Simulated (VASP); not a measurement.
The system is Te2Mo.

```
CELL_PARAMETERS angstrom
3.51820 0.00000 0.00000
-1.75910 3.04685 0.00000
0.00000 0.00000 13.97360
ATOMIC_POSITIONS crystal
Te 0.68221 0.35004 0.37941
Te 0.33262 0.66864 0.88013
Te 0.67577 0.34141 0.12384
Te 0.34483 0.67496 0.62304
Mo 0.65283 0.31865 0.74889
Mo 0.31947 0.65670 0.25247
```

This cell differs from its parent crystal: atoms moved at random.

Base run:

| Property | Result |
| --- | --- |
| Program | VASP 6.6.1 |
| Functional | PBEsol |
| Potentials or basis | VASP PAW PBE potentials, release 64 (Te, Mo_sv) |
| Cutoff | 520 eV |
| k mesh | 9 × 9 × 2 |
| Occupations | fermi-dirac, width 0.05 eV |
| Spin | no spin polarisation |

Its results: band gap on the k mesh 0.72 eV, indirect (least direct gap 1.01 eV); pressure 0.0 GPa; largest force 1.311 eV/Å.

Question: The run is repeated on the same cell with these changes: functional from PBEsol to PBE. What comes out?

Answer: Band gap on the k mesh 0.74 eV, indirect (least direct gap 1.02 eV); pressure 3.9 GPa; largest force 1.334 eV/Å.

PBE binds less tightly than PBEsol, so the same cell stands under more pressure.

Caveats: spin-orbit coupling is left out, which moves the levels of the heavy elements; the PAW data sets were made with another functional, which shifts forces and pressure a little (some runs); forces of over 1 eV/Å act on the atoms, so gaps and moduli don't describe the material at rest (some runs).

A k mesh can miss the band edges.
